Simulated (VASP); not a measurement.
# AlN (I4/mmm) in VASP: notebook

The runs below take AlN through single point, with PBE.

Everything below comes from runs of VASP 6.6.1. Logs are shortened: lines on timing, memory, paths and dates and some standing lists are left out, and cuts for length are marked.

**1. The cell of the first run**

The structure is tetragonal, space group I4/mmm (No. 139). Conventional cell: a = 2.860 Å, b = 2.860 Å, c = 3.678 Å, α = 90.00°, β = 90.00°, γ = 90.00°. Within 2.4 Å of Al (site symmetry 4/mmm) lie 6 N at 1.84 to 2.02 Å. Within 2.4 Å of N (site symmetry 4/mmm) lie 6 Al at 1.84 to 2.02 Å.

**2. Single point, PBE (strained)**

Input file INCAR:

```
SYSTEM = AlN
PREC     = Accurate       ! precision mode
ENCUT    = 520            ! plane-wave cutoff, eV
EDIFF    = 1E-6           ! SCF threshold, eV
ISMEAR   = 0              ! smearing method
SIGMA    = 0.02           ! smearing width, eV
LREAL    = .FALSE.        ! projectors in reciprocal space
LASPH    = .TRUE.         ! aspherical terms in the spheres
NELM     = 80             ! most SCF steps
ALGO     = Normal         ! electronic algorithm
ISIF     = 2              ! what is computed and relaxed
LWAVE    = .FALSE.        ! write WAVECAR
LCHARG   = .FALSE.        ! write CHGCAR
GGA      = PE             ! functional
NBANDS   = 11             ! bands
```

Input file KPOINTS:

```
regular mesh
0
G
  10 10 10
  0 0 0
```

Input file POSCAR:

```
AlN
1.0
    0.0000000000      2.0221074402      2.0221074402
    1.8390008202      0.0000000000      2.0221074402
    1.8390008202      2.0221074402      0.0000000000
Al N
1 1
Direct
    0.5000000000      0.5000000000      0.5000000000
    0.0000000000      0.0000000000      0.0000000000
```

Potentials or basis: VASP PAW PBE potentials, release 64 (Al, N).

Launch:

```bash
> cat potpaw_PBE.64/Al/POTCAR potpaw_PBE.64/N/POTCAR > POTCAR
> mpirun -np 1 vasp_std > vasp.out
```

OUTCAR:

```text
SYSTEM = AlN
   PREC = Accurate
   ENCUT = 520
   EDIFF = 1E-6
   ISMEAR = 0
   LREAL = .FALSE.
   LASPH = .TRUE.
   NELM = 80
   ISIF = 2
   GGA = PE

 ion  position               nearest neighbor table
   1  0.500  0.500  0.500-   2 1.84   2 1.84   2 2.02   2 2.02   2 2.02   2 2.02
   2  0.000  0.000  0.000-   1 1.84   1 1.84   1 2.02   1 2.02   1 2.02   1 2.02

  LATTYP: Found a body centered tetragonal cell.
 ALAT       =     2.8596917665
 C/A-ratio  =     1.2861531734

  Lattice vectors:

 A1 = (  -1.8390008202,   0.0000000000,  -2.0221074402)
 A2 = (  -1.8390008202,   0.0000000000,   2.0221074402)
 A3 = (   1.8390008202,   2.0221074402,   0.0000000000)

Analysis of symmetry for initial positions (statically):
=====================================================================
 Subroutine PRICEL returns:
 Original cell was already a primitive cell.

 Routine SETGRP: Setting up the symmetry group for a
 body centered tetragonal supercell.

 Subroutine GETGRP returns: Found 16 space group operations
 (whereof 16 operations were pure point group operations)
 out of a pool of 16 trial point group operations.

The static configuration has the point symmetry D_4h.

Analysis of symmetry for dynamics (positions and initial velocities):
=====================================================================
 Subroutine PRICEL returns:
 Original cell was already a primitive cell.

 Routine SETGRP: Setting up the symmetry group for a
 body centered tetragonal supercell.

 Subroutine GETGRP returns: Found 16 space group operations
 (whereof 16 operations were pure point group operations)
 out of a pool of 16 trial point group operations.

The dynamic configuration has the point symmetry D_4h.

 Subroutine INISYM returns: Found 16 space group operations
 (whereof 16 operations are pure point group operations),
 and found     1 'primitive' translations

----------------------------------------------------------------------------------------

                                     Primitive cell

  volume of cell :      15.0390

  direct lattice vectors                    reciprocal lattice vectors
     0.000000000  2.022107440  2.022107440    -0.271886774  0.247266782  0.247266782
     1.839000820  0.000000000  2.022107440     0.271886774 -0.247266782  0.247266782
     1.839000820  2.022107440  0.000000000     0.271886774  0.247266782 -0.247266782

  length of vectors
     2.859691767  2.733284200  2.733284200     0.442949366  0.442949366  0.442949366

  position of ions in fractional coordinates (direct lattice)
     0.500000000  0.500000000  0.500000000
     0.000000000  0.000000000  0.000000000

  ion indices of the primitive-cell ions
   primitive index   ion index
                 1           1
                 2           2

----------------------------------------------------------------------------------------

 KPOINTS: regular mesh

Automatic generation of k-mesh.
 Grid dimensions read from file:
 generate k-points for:   10   10   10

 Generating k-lattice:

  Cartesian coordinates                     Fractional coordinates (reciprocal lattice)
    -0.027188677  0.024726678  0.024726678     0.100000000  0.000000000  0.000000000
     0.027188677 -0.024726678  0.024726678     0.000000000  0.100000000  0.000000000
     0.027188677  0.024726678 -0.024726678     0.000000000  0.000000000  0.100000000

  Length of vectors
     0.044294937  0.044294937  0.044294937

  Shift w.r.t. Gamma in fractional coordinates (k-lattice)
     0.000000000  0.000000000  0.000000000

 Subroutine IBZKPT returns following result:
 ===========================================

 Found    102 irreducible k-points:

 Following reciprocal coordinates:
            Coordinates               Weight
  0.000000  0.000000  0.000000      1.000000
  0.100000 -0.000000 -0.000000      8.000000
  0.200000 -0.000000 -0.000000      8.000000
  0.300000  0.000000  0.000000      8.000000
  0.400000  0.000000  0.000000      8.000000
  0.500000  0.000000  0.000000      4.000000
[... 16 lines left out ...]
  0.300000  0.300000  0.000000      4.000000
  0.400000  0.300000  0.000000     16.000000
 [... further k-points ...]
   k-points           NKPTS =    102   k-points in BZ     NKDIM =    102   number of bands    NBANDS=     11
   number of dos      NEDOS =    301   number of ions     NIONS =      2
   total plane-waves  NPLWV =   9600
   dimension x,y,z NGX =    24 NGY =   20 NGZ =   20
   dimension x,y,z NGXF=    48 NGYF=   40 NGZF=   40
   ions per type =               1   1
   NGX,Y,Z   is equivalent  to a cutoff of  13.95, 12.16, 12.16 a.u.
   NGXF,Y,Z  is equivalent  to a cutoff of  27.90, 24.33, 24.33 a.u.
 SYSTEM =  AlN
   PREC   = accura    normal or accurate (medium, high low for compatibility)
   ISTART =      0    job   : 0-new  1-cont  2-samecut
   ICHARG =      2    charge: 1-file 2-atom 10-const
   ISPIN  =      1    spin polarized calculation?
   LNONCOLLINEAR =      F non collinear calculations
   LSORBIT =      F    spin-orbit coupling
   LASPH  =      T    aspherical Exc in radial PAW
   ENCUT  =  520.0 eV  38.22 Ry    6.18 a.u.   5.32  5.08  5.08*2*pi/ulx,y,z
   NELM   =     80;   NELMIN=  2; NELMDL= -5     # of ELM steps
   EDIFF  = 0.1E-05   stopping-criterion for ELM
   LREAL  =      F    real-space projection
   EDIFFG = 0.1E-04   stopping-criterion for IOM
   NSW    =      0    number of steps for IOM
   IBRION =     -1    ionic relax: 0-MD 1-quasi-New 2-CG
   NFREE  =      0    steps in history (QN), initial steepest desc. (CG)
   ISIF   =      2    stress and relaxation
   ISYM   =      2    0-nonsym 1-usesym 2-fastsym
   POTIM  = 0.5000    time-step for ionic-motion
   TEBEG  =    0.0;   TEEND  =   0.0 temperature during run
   PSTRESS=    0.0 pullay stress
   NELECT =       8.0000    total number of electrons
   NUPDOWN=      -1.0000    fix difference up-down
   EMIN   =  10.00;   EMAX   =-10.00  energy-range for DOS
   EFERMI =   0.00;   METHOD = LEGACY
   ISMEAR =     0;   SIGMA  =   0.02  broadening in eV -4-tet -1-fermi 0-gaus
   EFERMI_NEDOS =   21; number of points for ismear=-14 and -15
   IALGO  =     38    algorithm
   IMIX   =      4    mixing-type and parameters
     AMIX     =   0.40;   BMIX     =  1.00
     AMIX_MAG =   1.60;   BMIX_MAG =  1.00
  volume/ion in A,a.u.               =       7.52        50.74
  Fermi-wavevector in a.u.,A,eV,Ry     =   1.326472  2.506668 23.939826  1.759528
  Thomas-Fermi vector in A             =   2.455856
   LORBIT       =      0    0 simple, 1 ext, 2 COOP (PROOUT), +10 PAW based schemes
   GGA     = PE    functional components
   LHFCALC =     F    Hartree Fock is set to
   AEXX    =    0.0000 exact exchange contribution
   IVDW    =     0    specifies the selected vdW correction
   LEPSILON=     F    determine dielectric tensor
   LRPA    =     F    only Hartree local field effects (RPA)
 non-spin polarized calculation
 Gauss-broadening in eV      SIGMA  =   0.02
  energy-cutoff  :      520.00
  volume of cell :       15.04
 maximum number of plane-waves:       427
 NGX is ok and might be reduce to    24
   NGX = 11   NGY = 11   NGZ = 11

 number of electron       8.0000000 magnetization

 Free energy of the ion-electron system (eV)
  ---------------------------------------------------
  ext. energy  EPLUGINS =         0.00000000
  ---------------------------------------------------
  free energy    TOTEN  =       -14.21091299 eV

  energy without entropy =      -14.21091299  energy(sigma->0) =      -14.21091299

 E-fermi :  11.5426     XC(G=0): -12.7191

 val. band max:       11.4386493839   @ k =   0.0000   0.0000   0.0000
 cond. band min:      15.7166026142   @ k =   0.0000   0.5000   0.5000
 fundamental gap:      4.2779532303
 Fermi energy:        11.5426033675

 k-point     1 :       0.0000    0.0000    0.0000
  band No.  band energies     occupation
      1      -7.2291      2.00000
      2      10.7190      2.00000
      3      11.4386      2.00000
      4      11.4386      2.00000
      5      18.1029      0.00000
      6      23.3695      0.00000
      7      23.3695      0.00000
      8      24.6918      0.00000
      9      28.0762      0.00000
     10      29.2409      0.00000
     11      30.3738      0.00000

 k-point     2 :       0.1000   -0.0000   -0.0000
  band No.  band energies     occupation
      1      -7.0046      2.00000
      2      10.0335      2.00000
      3      10.9974      2.00000
      4      11.2330      2.00000
      5      18.6679      0.00000
      6      22.8050      0.00000
      7      23.6661      0.00000
      8      24.6234      0.00000
      9      27.0810      0.00000
     10      29.2229      0.00000
     11      31.1076      0.00000

 k-point     3 :       0.2000   -0.0000   -0.0000
  band No.  band energies     occupation
      1      -6.3500      2.00000
      2       7.8803      2.00000
      3      10.6624      2.00000
      4      10.7474      2.00000
      5      19.0164      0.00000
      6      22.5937      0.00000
      7      23.5947      0.00000
      8      25.2776      0.00000
      9      27.2089      0.00000
     10      28.2336      0.00000
     11      30.9955      0.00000
[... 267 lines left out ...]
 k-point    23 :       0.3000    0.3000    0.0000
  band No.  band energies     occupation
      1      -4.9100      2.00000
      2       6.0391      2.00000
      3       8.6448      2.00000
      4       9.7462      2.00000
      5      18.1731      0.00000
      6      19.2405      0.00000
      7      23.6667      0.00000
      8      27.2659      0.00000
      9      29.0796      0.00000
     10      33.0502      0.00000
     11      35.9058      0.00000

 k-point    24 :       0.4000    0.3000    0.0000
  band No.  band energies     occupation
      1      -4.0952      2.00000
      2       4.8956      2.00000
      3       8.0211      2.00000
      4       9.2105      2.00000
      5      18.0556      0.00000
      6      19.0465      0.00000
      7      24.1113      0.00000
      8      27.5576      0.00000
      9      29.9744      0.00000
     10      34.2055      0.00000
     11      36.6959      0.00000

 [... further k-points ...]

------------------------ aborting loop because EDIFF is reached ----------------------------------------

  FORCE on cell =-STRESS in cart. coord.  units (eV):
  Direction    XX          YY          ZZ          XY          YZ          ZX
  --------------------------------------------------------------------------------------
  -------------------------------------------------------------------------------------
  Total        7.2689285      2.2565810      2.2565810      0.0000000      0.0000000      0.0000000
  in kB      774.3915563    240.4036978    240.4036978      0.0000000      0.0000000      0.0000000
  external PRESSURE =     418.3996506 kB  Pullay stress =       0.0000000 kB

 VOLUME and BASIS-vectors are now :
 -----------------------------------------------------------------------------
  energy-cutoff  :      520.00
  volume of cell :       15.04
      direct lattice vectors                 reciprocal lattice vectors
     0.000000000  2.022107440  2.022107440    -0.271886774  0.247266782  0.247266782
     1.839000820  0.000000000  2.022107440     0.271886774 -0.247266782  0.247266782
     1.839000820  2.022107440  0.000000000     0.271886774  0.247266782 -0.247266782

 POSITION                                       TOTAL-FORCE (eV/Angst)
 -----------------------------------------------------------------------------------
      1.83900      2.02211      2.02211         0.000000      0.000000      0.000000
      0.00000      0.00000      0.00000         0.000000     -0.000000     -0.000000
 -----------------------------------------------------------------------------------
    total drift:                                0.000000     -0.000000     -0.000000

  FREE ENERGIE OF THE ION-ELECTRON SYSTEM (eV)
  ---------------------------------------------------
  free  energy   TOTEN  =       -14.2109129896 eV

  energy  without entropy=      -14.2109129896  energy(sigma->0) =      -14.21091299
```

Wall time 4.9 s (1 thread of Intel Xeon 6975P-C (Granite Rapids), shared host); peak memory 0.13 GiB.

Results:

- Free energy: -14.2109 eV
- Pressure: 41.8 GPa
- Band gap on the k mesh: 4.28 eV, indirect (least direct gap 6.66 eV)

Stress tensor (GPa, compression positive):
```
77.44  0.00  0.00
 0.00 24.04  0.00
 0.00  0.00 24.04
```

Caveat: the cell differs from its parent crystal (strained). A k mesh can miss the band edges.

**3. Single point, PBE (strained)**

Input file INCAR:

```
  PREC = Accurate
  ENCUT = 520
  EDIFF = 1E-6
  ISMEAR = 0
  SIGMA = 0.02
  LREAL = F
  LASPH = T
  NELM = 60
  ALGO = Normal
  ISIF = 2
  LWAVE = F
  LCHARG = T
  GGA = PE
  LELF = T
  LVHAR = T
  NBANDS = 11
```

Input file KPOINTS:

```
regular mesh
0
Gamma
  10 10 10
```

Input file POSCAR:

```
AlN
1.0
    0.0000000000      2.1119110647      1.9288044447
    2.1119110647      0.0000000000      1.9288044447
    2.1119110647      2.1119110647      0.0000000000
Al N
1 1
Direct
    0.5000000000      0.5000000000      0.5000000000
    0.0000000000      0.0000000000      0.0000000000
```

Potentials or basis: VASP PAW PBE potentials, release 64 (Al, N).

Launch:

```bash
> cat potpaw_PBE.64/Al/POTCAR potpaw_PBE.64/N/POTCAR > POTCAR
> mpirun -np 1 vasp_std > vasp.out
```

Wall time 12 s (1 thread of Intel Xeon Platinum 8488C (Sapphire Rapids), shared host); peak memory 0.14 GiB.

The run converged. Its results:

```yaml
Free_energy: -14.4662 eV
Pressure: -1.3 GPa
Band_gap_on_the_k_mesh: 3.66 eV, indirect (least direct gap 4.78 eV)
```

Stress tensor (GPa, compression positive):
```
-9.47  0.00  0.00
 0.00 -9.47  0.00
 0.00  0.00 15.01
```

Levels at points of the mesh, in eV from the valence-band top:
```tsv
k point	band 1	band 2	band 3	band 4	band 5	band 6	band 7	band 8
(0.00, 0.00, 0.00)	-17.43	-0.72	0.00	0.00	4.78	11.54	11.54	12.69
(0.50, 0.00, 0.00)	-14.33	-8.27	-1.40	-1.13	5.47	9.54	11.91	12.36
(0.50, 0.50, 0.00)	-12.99	-7.05	-3.34	-3.34	3.66	4.60	14.10	15.83
(0.50, 0.00, 0.50)	-13.66	-7.46	-3.25	-2.11	4.36	5.53	12.93	15.31
```

Caveat: the cell differs from its parent crystal (strained). A k mesh can miss the band edges.
